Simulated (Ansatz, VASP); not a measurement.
## Two plane-wave programs on Ge

Contents of INCAR:

```
SYSTEM = Ge
PREC     = Accurate       ! precision mode
ENCUT    = 520            ! plane-wave cutoff, eV
EDIFF    = 1E-6           ! SCF threshold, eV
ISMEAR   = 0              ! smearing method
SIGMA    = 0.1            ! smearing width, eV
LREAL    = .FALSE.        ! projectors in reciprocal space
LASPH    = .TRUE.         ! aspherical terms in the spheres
NELM     = 60             ! most SCF steps
ALGO     = Normal         ! electronic algorithm
ISIF     = 2              ! what is computed and relaxed
LWAVE    = .FALSE.        ! write WAVECAR
LCHARG   = .FALSE.        ! write CHGCAR
LDIPOL   = .TRUE.       
IDIPOL   = 3            
DIPOL    = 0.5 0.5 0.500
NBANDS   = 21             ! bands
```

The input KPOINTS:

```
regular mesh
0
G
  12 12 1
  0 0 0
```

The input POSCAR:

```
Ge
1.0
    3.8950000000      0.0000000000      0.0000000000
   -1.9475000000      3.3731689477      0.0000000000
    0.0000000000      0.0000000000     28.0000000000
Ge
2
Direct
    0.3333333333      0.6666666667      0.5025535714
    0.6666666667      0.3333333333      0.4974464286
```

Input for Ansatz:

```yaml
crystal:
  lattice:
    - [3.895, 0.0, 0.0]
    - [-1.9475, 3.3731689477, 0.0]
    - [0.0, 0.0, 28.0]
  atoms:
    - { symbol: Ge, position: [0.3333333333, 0.6666666667, 0.5025535714] }
    - { symbol: Ge, position: [0.6666666667, 0.3333333333, 0.4974464286] }
  periodic: [true, true, false]
basis:
  ecutwfc: 420
kpoints:
  mp_grid: { grid: [12, 12, 1] }
hamiltonian:
  xc: lda
  pseudopotentials: { kind: paw, azcp: { folder: soft_1 } }
scf:
  occupations: { method: gaussian, width: 0.1 }
output:
  forces: true
  stress: true
  eigenvalues: true
```

Alike in both runs: task single point; functional LDA; k mesh 12 × 12 × 1; occupations gaussian, width 0.1 eV; no spin polarisation.

|  | VASP | Ansatz |
| --- | --- | --- |
| version | VASP 6.6.1 | Ansatz 0.2.0 |
| potentials or method | VASP PAW LDA potentials, release 64 (Ge_d), cutoff 520 eV | scalar-relativistic, plane waves, PAW |
| valence electrons in the cell | 28 | 28 |

VASP gave:

```
gap on the k mesh at the Fermi level (eV) : none
rms of the force components (eV/Å)        : 0.199
```

Estimate Ansatz's values.

gap on the k mesh at the Fermi level (eV): none; rms of the force components (eV/Å): 0.200.

Ansatz warns that its potentials were made for another functional, while VASP's fit it. LDA's correlation is that of Perdew and Zunger in VASP and of Perdew and Wang (1992) in Ansatz. Atom by atom the forces differ by 0.002 eV/Å (rms over components). A gap of «none» marks a metal or a gap that the smearing closes.
